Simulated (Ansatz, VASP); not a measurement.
**BAs in VASP and in Ansatz**

```
CELL_PARAMETERS angstrom
0.00000 2.45251 2.45251
2.45251 0.00000 2.45251
2.45251 2.45251 0.00000
ATOMIC_POSITIONS crystal
B 0.00000 0.00000 0.00000
As 0.75000 0.75000 0.75000
```

Alike in both runs: task single point; functional RPBE; k mesh 8 × 8 × 8; occupations gaussian, width 0.05 eV; no spin polarisation.

|  | VASP | Ansatz |
| --- | --- | --- |
| version | VASP 6.6.1 | Ansatz 0.2.0 |
| potentials or method | VASP PAW PBE potentials, release 64 (B, As), cutoff 500 eV | scalar-relativistic, plane waves, PAW |
| valence electrons in the cell | 8 | 18 |

VASP gave:

| Property | Result |
| --- | --- |
| gap on the k mesh at the Fermi level (eV) | 1.30 |
| least direct gap on the mesh (eV) | 3.18 |
| pressure (GPa) | -4.1 |

Task: Which values does Ansatz return?

Result: gap on the k mesh at the Fermi level (eV): 1.31; least direct gap on the mesh (eV): 3.19; pressure (GPa): -4.5.

VASP's potentials were made for PBE, not for RPBE. VASP's potentials hold 8 valence electrons a cell and Ansatz's 18, so a difference there can come from the potentials and not from the codes.
